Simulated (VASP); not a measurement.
Wanted: the native input for a VASP 6.6.1 run.

```yaml
Task: single point
Functional: PBE
Potentials_or_basis: VASP PAW PBE potentials, release 64 (Be, Zn, Te)
Cutoff: 520 eV
k_mesh: 6 × 6 × 10
Occupations: gaussian, width 0.1 eV
Spin: no spin polarisation
Dipole_correction: no
Further_INCAR_settings: ALGO = Normal; EDIFF = 1e-06; NBANDS = 31
```

The structure of BeZn2Te3 lies in POSCAR:

```
BeZn2Te3
1.0
    7.0868962473      0.0000000000      0.0000000000
   -3.5434481237      6.1374321842      0.0000000000
    0.0000000000      0.0000000000      3.9481106347
Be Zn Te
1 2 3
Direct
    0.0000000000      0.0000000000      0.0000000000
    0.3333333333      0.6666666667      0.0000000000
    0.6666666667      0.3333333333      0.0000000000
    0.5000000000      0.5000000000      0.5000000000
    0.0000000000      0.5000000000      0.5000000000
    0.5000000000      0.0000000000      0.5000000000
```

The cell was generated, and may not be a known phase.

These files were run (other wordings do the same):

INCAR

```
SYSTEM = BeZn2Te3
PREC = Accurate
ENCUT = 520
EDIFF = 1E-6
ISMEAR = 0
SIGMA = 0.1
LREAL = .FALSE.
LASPH = .TRUE.
NELM = 80
ALGO = Normal
ISIF = 2
LWAVE = .FALSE.
LCHARG = .TRUE.
GGA = PE
LELF = .TRUE.
LVHAR = .TRUE.
NBANDS = 31
```

KPOINTS

```
regular mesh
0
G
  6 6 10
  0 0 0
```

Potentials or basis: VASP PAW PBE potentials, release 64 (Be, Zn, Te).

Command:

```console
$ cat potpaw_PBE.64/Be/POTCAR potpaw_PBE.64/Zn/POTCAR potpaw_PBE.64/Te/POTCAR > POTCAR
$ mpirun -np 1 vasp_std > vasp.out
```

It gave:

| Quantity | Value |
| --- | --- |
| Pressure | 0.0 GPa |
| Band gap on the k mesh | zero (bands 22 and 23 overlap by 1.16 eV) |

Caveat: spin-orbit coupling is left out, which moves the levels of the heavy elements.

Wall time 120 s on 1 thread of Intel(R) Xeon(R) 6975P-C (Granite Rapids), on a shared host, peak memory 0.41 GiB.
